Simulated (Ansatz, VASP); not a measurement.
**K in VASP and in Ansatz**

```
K
1.0
    -2.74342    2.74342    2.74342
     2.74342   -2.74342    2.74342
     2.74342    2.74342   -2.74342
K
1
Direct
  0.00000 0.00000 0.00000
```

Alike in both runs: task single point; functional PBE; k mesh 14 × 14 × 14; occupations fermi-dirac, width 0.1 eV; no spin polarisation.

```csv
,VASP,Ansatz
version,VASP 6.6.1,Ansatz 0.2.0
potentials or method,"VASP PAW PBE potentials, release 64 (K_sv), cutoff 520 eV","plane waves (420 eV) with PAW, scalar-relativistic"
valence electrons in the cell,9,9
```

```csv
,VASP,Ansatz,Ansatz less VASP
pressure (GPa),-0.3,-0.3,+0.01
```

The functional is the same, so the differences come from potentials, cutoffs and numerics.
